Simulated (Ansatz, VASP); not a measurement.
# GaAs2: VASP beside Ansatz

```
Ga As
1.0
     1.96538   -3.40414    0.00000
    -5.89614   -3.40414    0.00000
     0.00000    0.00000  -11.42514
Ga As
4 8
Direct
  0.50000 0.83333 0.91694
  0.00000 0.33333 0.91694
  0.00000 0.66667 0.08306
  0.50000 0.16667 0.08306
  0.00000 0.66667 0.44307
  0.50000 0.16667 0.44307
  0.50000 0.83333 0.55693
  0.00000 0.33333 0.55693
  0.00000 0.66667 0.83625
  0.50000 0.16667 0.83625
  0.50000 0.83333 0.16375
  0.00000 0.33333 0.16375
```

Alike in both runs: task single point; functional PBE; k mesh 6 × 4 × 2; occupations gaussian, width 0.2 eV; no spin polarisation.

|  | VASP | Ansatz |
| --- | --- | --- |
| version | VASP 6.6.1 | Ansatz 0.2.0 |
| potentials or method | VASP PAW PBE potentials, release 64 (Ga_d, As), cutoff 520 eV | scalar-relativistic, plane waves, PAW |
| valence electrons in the cell | 92 | 172 |

|  | VASP | Ansatz | Ansatz less VASP |
| --- | --- | --- | --- |
| gap on the k mesh at the Fermi level (eV) | none | none | - |
| pressure (GPa) | 0.3 | 0.1 | -0.19 |
| traceless stress, the component that is largest in VASP (GPa) | -0.36 | -0.35 | +0.013 |
| rms of the force components (eV/Å) | 0.012 | 0.025 | +0.0135 |

Atom by atom the forces differ by 0.020 eV/Å (rms over components). A gap of «none» marks a metal or a gap that the smearing closes. VASP's potentials hold 92 valence electrons a cell and Ansatz's 172, so a difference there can come from the potentials and not from the codes.
